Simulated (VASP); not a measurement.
# CrO2 in VASP: notebook, part 2 of 2

VASP 6.6.1. Earlier steps stand in the parts before.

**4. Single point, PBE+U, collinear spin, antiferromagnetic start**

Contents of INCAR:

```
PREC     = Accurate       # precision mode
ENCUT    = 520            # plane-wave cutoff, eV
EDIFF    = 1E-6           # SCF threshold, eV
ISMEAR   = -1             # smearing method
SIGMA    = 0.1            # smearing width, eV
LREAL    = False          # projectors in reciprocal space
LASPH    = True           # aspherical terms in the spheres
NELM     = 150            # most SCF steps
ALGO     = Normal         # electronic algorithm
ISIF     = 2              # what is computed and relaxed
LWAVE    = False          # write WAVECAR
LCHARG   = False          # write CHGCAR
ISPIN    = 2              # spin polarisation
MAGMOM   = 2.1 -2.1 0 0 0 0 # initial moments
LORBIT   = 11             # projections on sites
LMAXMIX  = 4              # l up to which the mixer works
LDAU     = True           # DFT+U
LDAUTYPE = 1            
LDAUL    = 2 -1           # shell
LDAUU    = 2.9 0          # U, eV
LDAUJ    = 0.9 0        
LDAUPRINT= 1            
GGA      = PE             # functional
NBANDS   = 37             # bands
```

Contents of KPOINTS:

```
regular mesh
0
Gamma
  4 4 6
```

Contents of POSCAR:

```
CrO2
1.0
    4.4210000000      0.0000000000      0.0000000000
    0.0000000000      4.4210000000      0.0000000000
    0.0000000000      0.0000000000      2.9170000000
Cr O
2 4
Direct
    0.0000000000      0.0000000000      0.0000000000
    0.5000000000      0.5000000000      0.5300000000
    0.3010000000      0.3010000000      0.0000000000
    0.1990000000      0.8010000000      0.5000000000
    0.6990000000      0.6990000000      0.0000000000
    0.8010000000      0.1990000000      0.5000000000
```

Potentials or basis: VASP PAW PBE potentials, release 64 (Cr_pv, O).

Run with:

```bash
cat potpaw_PBE.64/Cr_pv/POTCAR potpaw_PBE.64/O/POTCAR > POTCAR
mpirun -np 1 vasp_std > vasp.out
```

OUTCAR:

```text
PREC = Accurate
   ENCUT = 520
   EDIFF = 1E-6
   ISMEAR = -1
   LREAL = False
   LASPH = True
   NELM = 150
   ISIF = 2
   ISPIN = 2
   LORBIT = 11
   GGA = PE

 ion  position               nearest neighbor table
   1  0.000  0.000  0.000-   3 1.88   5 1.88   4 1.92   6 1.92   4 1.92   6 1.92
   2  0.500  0.500  0.530-   3 1.85   5 1.85   4 1.88   6 1.88   3 1.98   5 1.98
   3  0.301  0.301  0.000-   2 1.85   1 1.88   2 1.98
   4  0.199  0.801  0.500-   2 1.88   1 1.92   1 1.92
   5  0.699  0.699  0.000-   2 1.85   1 1.88   2 1.98
   6  0.801  0.199  0.500-   2 1.88   1 1.92   1 1.92

  LATTYP: Found a simple tetragonal cell.
 ALAT       =     4.4210000000
 C/A-ratio  =     0.6598054739

  Lattice vectors:

 A1 = (   4.4210000000,   0.0000000000,   0.0000000000)
 A2 = (   0.0000000000,   4.4210000000,   0.0000000000)
 A3 = (   0.0000000000,   0.0000000000,   2.9170000000)

Analysis of symmetry for initial positions (statically):
=====================================================================
 Subroutine PRICEL returns:
 Original cell was already a primitive cell.
[... 2159 lines left out ...]
  Total        2.0482989      2.0482989      4.2005872      0.3079948      0.0000000      0.0000000
  in kB       57.5607520     57.5607520    118.0437850      8.6551870      0.0000000      0.0000000
  external PRESSURE =      77.7217630 kB  Pullay stress =       0.0000000 kB

 VOLUME and BASIS-vectors are now :
 -----------------------------------------------------------------------------
  energy-cutoff  :      520.00
  volume of cell :       57.01
      direct lattice vectors                 reciprocal lattice vectors
     4.421000000  0.000000000  0.000000000     0.226193169  0.000000000  0.000000000
     0.000000000  4.421000000  0.000000000     0.000000000  0.226193169  0.000000000
     0.000000000  0.000000000  2.917000000     0.000000000  0.000000000  0.342817964

 POSITION                                       TOTAL-FORCE (eV/Angst)
 -----------------------------------------------------------------------------------
      0.00000      0.00000      0.00000         0.000000     -0.000000     -0.080411
      2.21050      2.21050      1.54601         0.000000     -0.000000     -1.426674
      1.33072      1.33072      0.00000        -0.240800     -0.240800      0.591008
      0.87978      3.54122      1.45850         0.231595     -0.231595      0.162534
      3.09028      3.09028      0.00000         0.240800      0.240800      0.591008
      3.54122      0.87978      1.45850        -0.231595      0.231595      0.162534
 -----------------------------------------------------------------------------------
    total drift:                               -0.000000     -0.000000     -0.000141

  FREE ENERGIE OF THE ION-ELECTRON SYSTEM (eV)
  ---------------------------------------------------
  free  energy   TOTEN  =       -46.9803394782 eV

  energy  without entropy=      -46.9477641834  energy(sigma->0) =      -46.96405183

 total charge

# of ion       s       p       d       tot
------------------------------------------
    1        0.372   6.471   3.990  10.832
    2        0.376   6.475   3.999  10.850
    3        1.571   3.480   0.000   5.051
    4        1.571   3.477   0.000   5.048
    5        1.571   3.480   0.000   5.051
    6        1.571   3.477   0.000   5.048
--------------------------------------------------
tot          7.033  26.858   7.989  41.880

 magnetization (x)

# of ion       s       p       d       tot
------------------------------------------
    1        0.012   0.015   1.861   1.888
    2       -0.010  -0.013  -1.722  -1.745
    3       -0.000  -0.028   0.000  -0.028
    4       -0.000  -0.006   0.000  -0.006
    5       -0.000  -0.028   0.000  -0.028
    6       -0.000  -0.006   0.000  -0.006
--------------------------------------------------
tot          0.001  -0.065   0.139   0.075
```

It took 93 s on 1 thread of Intel Xeon 6975P-C (Granite Rapids), shared host; peak memory 0.24 GiB.

What came out:

```yaml
Free_energy: -46.9803 eV
Pressure: 7.8 GPa
Largest_force: 1.427 eV/Å
Net_moment: 0.07 μB per cell
Site_moments: Cr +1.89, -1.75; O -0.03, -0.01 (each value once) μB
Valence_electrons_inside_the_program's_atomic_spheres: Cr 10.83, 10.85; O 5.05
```

Forces in eV/Å, atoms in the order of the input:
```
Cr   0.000  0.000 -0.080
Cr   0.000  0.000 -1.427
O   -0.241 -0.241  0.591
O    0.232 -0.232  0.163
O    0.241  0.241  0.591
O   -0.232  0.232  0.163
```

Levels at points of the mesh, in eV from the Fermi level:
Spin up:
```csv
k point,band 20,band 21,band 22,band 23,band 24,band 25,band 26,band 27,band 28,band 29
"(0.00, 0.00, 0.00)",-1.86,-1.33,-0.97,-0.91,-0.48,-0.05,1.64,2.34,2.35,2.53
"(0.50, 0.00, 0.00)",-2.43,-1.61,-1.25,-1.25,-0.76,0.87,1.80,2.60,3.16,3.90
"(0.50, 0.50, 0.00)",-2.21,-2.13,-1.94,-1.89,-1.69,1.39,1.61,2.21,2.34,3.67
"(0.00, 0.00, 0.50)",-3.24,-2.42,-2.11,-1.41,0.33,0.53,1.49,3.01,3.04,3.56
"(0.50, 0.00, 0.50)",-3.05,-1.66,-1.61,-1.41,-0.97,-0.08,1.62,2.44,2.54,3.47
"(0.50, 0.50, 0.50)",-2.04,-1.54,-1.39,-1.18,-0.41,0.26,1.18,3.17,3.20,3.71
```
Spin down:
```tsv
k point	band 22	band 23	band 24	band 25	band 26	band 27
(0.00, 0.00, 0.00)	-0.98	-0.81	-0.49	0.24	1.66	2.35
(0.50, 0.00, 0.00)	-1.36	-1.27	-0.68	1.12	2.11	2.61
(0.50, 0.50, 0.00)	-1.89	-1.73	-1.45	1.59	1.61	2.35
(0.00, 0.00, 0.50)	-2.13	-1.35	0.30	0.77	1.79	2.97
(0.50, 0.00, 0.50)	-1.63	-1.34	-0.91	0.19	1.86	2.45
(0.50, 0.50, 0.50)	-1.33	-1.20	-0.43	0.49	1.45	3.27
```

Eigenvalues of the final occupation matrices:
| site | spin | trace | eigenvalues |
| --- | --- | --- | --- |
| site 1 d | 1 | 2.94 | 0.35 0.35 0.39 0.90 0.95 |
| site 1 d | 2 | 1.08 | 0.07 0.10 0.20 0.35 0.37 |
| site 2 d | 1 | 1.16 | 0.08 0.10 0.25 0.36 0.37 |
| site 2 d | 2 | 2.88 | 0.27 0.36 0.39 0.91 0.95 |

Caveat: the stress differs along the axes, from 6 to 12 GPa; forces of over 1 eV/Å act on the atoms, so gaps and moduli don't describe the material at rest. The state reached can hang on the start; a lower one may exist.

**5. Overview**

| cell | gap on the mesh (eV) | pressure (GPa) | moment (μB) | largest force (eV/Å) |
| --- | --- | --- | --- | --- |
| as given, atomic positions A | none | 7.1 | 0.00 | 0.30 |
| as given, atomic positions B | none | 7.1 | 0.01 | 0.71 |
| as given, atomic positions C | none | 7.8 | 0.07 | 1.43 |

Alike in all rows: task single point; level PBE+U; potentials or basis VASP PAW PBE potentials, release 64 (Cr_pv, O); spin collinear, antiferromagnetic start; Cr d U = 2.9 eV, J = 0.9 eV; k mesh 4 × 4 × 6; cutoff (eV) 520; smearing fermi-dirac 0.1 eV.

Caveats: the stress differs along the axes, from 5 to 11 GPa (at least some runs); the stress differs along the axes, from 6 to 12 GPa (at least some runs); forces of over 1 eV/Å act on the atoms, so gaps and moduli don't describe the material at rest (at least some runs).

Total energies depend on the potentials used, so only differences within one code and one set of settings carry meaning.
